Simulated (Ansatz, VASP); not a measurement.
# Two plane-wave programs on Au

Contents of POSCAR:

```
Au
1.0
    2.7196404585      0.0000000000      0.0000000000
    0.0000000000      2.7196404585      0.0000000000
    0.0000000000      0.0000000000      2.7196404585
Au
1
Direct
    0.0000000000      0.0000000000      0.0000000000
```

INCAR.step1

```
SYSTEM = Au
ALGO = Normal ; EDIFF = 1E-4
ENCUT = 520 ; GGA = PE
ISMEAR = -1 ; LASPH = .True.
LCHARG = .False. ; LREAL = .False.
LWAVE = .True. ; NBANDS = 12
NELM = 100 ; PREC = Accurate
SIGMA = 0.1
```

Contents of INCAR.step2:

```
SYSTEM = Au
ALGO = Normal ; EDIFF = 1E-6
ENCUT = 520 ; ISIF = 2
ISMEAR = -1 ; ISTART = 1
LASPH = .True. ; LCHARG = .False.
LMIXTAU = .True. ; LREAL = .False.
LWAVE = .False. ; METAGGA = R2SCAN
NBANDS = 12 ; NELM = 100
PREC = Accurate ; SIGMA = 0.1
```

File KPOINTS:

```
k-points
0
Gamma
  13 13 13
  0 0 0
```

Input for Ansatz:

```yaml
crystal:
  lattice:
    - [2.7196404585, 0.0, 0.0]
    - [0.0, 2.7196404585, 0.0]
    - [0.0, 0.0, 2.7196404585]
  atoms:
    - { symbol: Au, position: [0.0, 0.0, 0.0] }
hamiltonian:
  xc: r2scan
  pseudopotentials:
    kind: paw
    azcp:
      Au: "pseudopotentials/Au.paw.azcp"
basis:
  ecutwfc: 500
  fft_grid_basis: typed
kpoints:
  mp_grid: { grid: [13, 13, 13], shift: [0, 0, 0] }
magnetization:
  spin_polarized: false
scf:
  occupations: { method: fermi_dirac, width: 0.1 }
  lower_state_search: "off"
output:
  stress: true
```

Alike in both runs: task single point; functional r2SCAN; k mesh 13 × 13 × 13; occupations fermi-dirac, width 0.1 eV; no spin polarisation.

|  | VASP | Ansatz |
| --- | --- | --- |
| version | VASP 6.6.1 | Ansatz 0.2.0 |
| potentials or method | VASP PAW PBE potentials, release 64 (Au), cutoff 520 eV | plane waves (500 eV) with PAW, scalar-relativistic |
| valence electrons in the cell | 11 | 19 |

VASP gave:

| Property | Result |
| --- | --- |
| pressure (GPa) | 0.3 |

Task: What did Ansatz give for the same quantities?

Result: Pressure (GPa): 0.0.

VASP's potentials were made for PBE, not for r2SCAN. The functional is the same, so the differences come from potentials, cutoffs and numerics. VASP's potentials hold 11 valence electrons a cell and Ansatz's 19, so a difference there can come from the potentials and not from the codes.

Neither program's run includes spin-orbit coupling.
